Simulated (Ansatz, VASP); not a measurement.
**Mo3W: VASP beside Ansatz**

The input INCAR:

```
  PREC = Accurate
  ENCUT = 500
  EDIFF = 1E-7
  ISMEAR = 0
  SIGMA = 0.1
  LREAL = False
  LASPH = True
  NELM = 120
  ALGO = Normal
  ISIF = 3
  LWAVE = False
  LCHARG = False
  GGA = PE
  IBRION = 2
  NSW = 100
  EDIFFG = -0.01
  GGA_COMPAT = False
  NELMIN = 4
```

KPOINTS

```
regular mesh
0
Gamma
  8 8 8
```

Contents of POSCAR:

```
Mo3W
1.0
    5.0546374956      0.0000000000      0.0000000000
    0.0000000000      5.0546374956      0.0000000000
    0.0000000000      0.0000000000      5.0546374956
Mo W
6 2
Direct
    0.2500000000      0.0000000000      0.5000000000
    0.5000000000      0.7500000000      0.0000000000
    0.7500000000      0.0000000000      0.5000000000
    0.5000000000      0.2500000000      0.0000000000
    0.0000000000      0.5000000000      0.7500000000
    0.0000000000      0.5000000000      0.2500000000
    0.0000000000      0.0000000000      0.0000000000
    0.5000000000      0.5000000000      0.5000000000
```

Input for Ansatz:

```yaml
crystal:
  lattice:
    - [5.0546374956, 0.0, 0.0]
    - [0.0, 5.0546374956, 0.0]
    - [0.0, 0.0, 5.0546374956]
  atoms:
    - { symbol: Mo, position: [0.25, 0.0, 0.5] }
    - { symbol: Mo, position: [0.5, 0.75, 0.0] }
    - { symbol: Mo, position: [0.75, 0.0, 0.5] }
    - { symbol: Mo, position: [0.5, 0.25, 0.0] }
    - { symbol: Mo, position: [0.0, 0.5, 0.75] }
    - { symbol: Mo, position: [0.0, 0.5, 0.25] }
    - { symbol: W, position: [0.0, 0.0, 0.0] }
    - { symbol: W, position: [0.5, 0.5, 0.5] }
basis:
  ecutwfc: 420
kpoints:
  mp_grid: { grid: [8, 8, 8] }
hamiltonian:
  xc: pbe
scf:
  occupations: { method: gaussian, width: 0.1 }
output:
  forces: true
  stress: true
  eigenvalues: true
relax:
  adjacent_minimum: "off"
  f_tol: 0.01
  max_steps: 80
  cell: { stress_tol: 0.05 }
```

Change from the starting cell: species swapped into the Zr3Au type (Pm-3n, No. 223).

Alike in both runs: task relaxation of cell and atoms; functional PBE; k mesh 8 × 8 × 8; occupations gaussian, width 0.1 eV; no spin polarisation.

|  | VASP | Ansatz |
| --- | --- | --- |
| version | VASP 6.6.1 | Ansatz 0.2.0 |
| potentials or method | VASP PAW PBE potentials, release 64 (Mo_sv, W_sv), cutoff 500 eV | scalar-relativistic, plane waves, PAW |
| valence electrons in the cell | 112 | 112 |

Ansatz gave:

```
gap on the k mesh at the Fermi level, each at its own relaxed structure (eV)  : none
relaxed volume (Å³/atom)                                                      : 16.13
relaxed length of the cell vector where the two differ most in proportion (Å) : 5.054
```

Question: Estimate VASP's values.

Answer: gap on the k mesh at the Fermi level, each at its own relaxed structure (eV): none; relaxed volume (Å³/atom): 16.16; relaxed length of the cell vector where the two differ most in proportion (Å): 5.057.

A gap of «none» marks a metal or a gap that the smearing closes.

Neither program's run includes spin-orbit coupling.
